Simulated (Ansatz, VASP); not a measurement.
# MgSiS3: VASP beside Ansatz

File POSCAR:

```
MgSiS3
1.0
    4.5255271606      0.0000000000      0.0000000000
    0.0000000000      4.5255271606      0.0000000000
    0.0000000000      0.0000000000      4.5255271606
Mg Si S
1 1 3
Direct
    0.0000000000      0.0000000000      0.0000000000
    0.5000000000      0.5000000000      0.5000000000
    0.5000000000      0.5000000000      0.0000000000
    0.5000000000      0.0000000000      0.5000000000
    0.0000000000      0.5000000000      0.5000000000
```

Contents of INCAR.step1:

```
SYSTEM = MgSiS3
ALGO     = Normal         ! electronic algorithm
EDIFF    = 1E-4           ! SCF threshold, eV
ENCUT    = 520            ! plane-wave cutoff, eV
GGA      = PE             ! functional
ISMEAR   = -1             ! smearing method
LASPH    = .True.         ! aspherical terms in the spheres
LCHARG   = .False.        ! write CHGCAR
LREAL    = .False.        ! projectors in reciprocal space
LWAVE    = .True.         ! write WAVECAR
NBANDS   = 20             ! bands
NELM     = 80             ! most SCF steps
PREC     = Accurate       ! precision mode
SIGMA    = 0.03           ! smearing width, eV
```

File INCAR.step2:

```
SYSTEM = MgSiS3
ALGO     = Normal         ! electronic algorithm
BPARAM   = 11.95        
CPARAM   = 0.0093       
EDIFF    = 1E-7           ! SCF threshold, eV
ENCUT    = 520            ! plane-wave cutoff, eV
ISIF     = 2              ! what is computed and relaxed
ISMEAR   = -1             ! smearing method
ISTART   = 1            
IVDW_NL  = 2            
LASPH    = .True.         ! aspherical terms in the spheres
LCHARG   = .False.        ! write CHGCAR
LMIXTAU  = .True.       
LREAL    = .False.        ! projectors in reciprocal space
LUSE_VDW = .True.       
LWAVE    = .False.        ! write WAVECAR
METAGGA  = R2SCAN         ! meta-GGA
NBANDS   = 20             ! bands
NELM     = 80             ! most SCF steps
PREC     = Accurate       ! precision mode
SIGMA    = 0.03           ! smearing width, eV
```

File KPOINTS:

```
k-points
0
Gamma
  6 6 6
  0 0 0
```

Input for Ansatz:

```yaml
crystal:
  lattice:
    - [4.5255271606, 0.0, 0.0]
    - [0.0, 4.5255271606, 0.0]
    - [0.0, 0.0, 4.5255271606]
  atoms:
    - { symbol: Mg, position: [0.0, 0.0, 0.0] }
    - { symbol: Si, position: [0.5, 0.5, 0.5] }
    - { symbol: S, position: [0.5, 0.5, 0.0] }
    - { symbol: S, position: [0.5, 0.0, 0.5] }
    - { symbol: S, position: [0.0, 0.5, 0.5] }
kpoints:
  mp_grid: { grid: [6, 6, 6] }
  band_path:
    path: [[0.0, 0.0, 0.0], [0.0, 0.5, 0.0], [0.5, 0.5, 0.0], [0.5, 0.5, 0.5]]
    npoints: 1
hamiltonian:
  xc: r2scan
  dispersion: rvv10
scf:
  occupations: { method: fermi_dirac, width: 0.03 }
  n_extra_bands: 5
output:
  forces: true
  stress: true
  eigenvalues: true
  write_density: true
  write_potential: true
  elf: true
  volumetric_format: npy
```

Alike in both runs: task single point; functional r2SCAN; dispersion rVV10; k mesh 6 × 6 × 6; occupations fermi-dirac, width 0.03 eV; no spin polarisation.

|  | VASP | Ansatz |
| --- | --- | --- |
| version | VASP 6.6.1 | Ansatz 0.2.0 |
| potentials or method | VASP PAW PBE potentials, release 64 (Mg, Si, S) | plane waves, PAW |
| plane-wave cutoff (eV) | 520 | 500 |
| valence electrons in the cell | 24 | 32 |

```csv
,VASP,Ansatz,Ansatz less VASP
pressure (GPa),-0.2,0.0,+0.17
```

VASP's potentials were made for PBE, not for r2SCAN. VASP's potentials hold 24 valence electrons a cell and Ansatz's 32, so a difference there can come from the potentials and not from the codes.
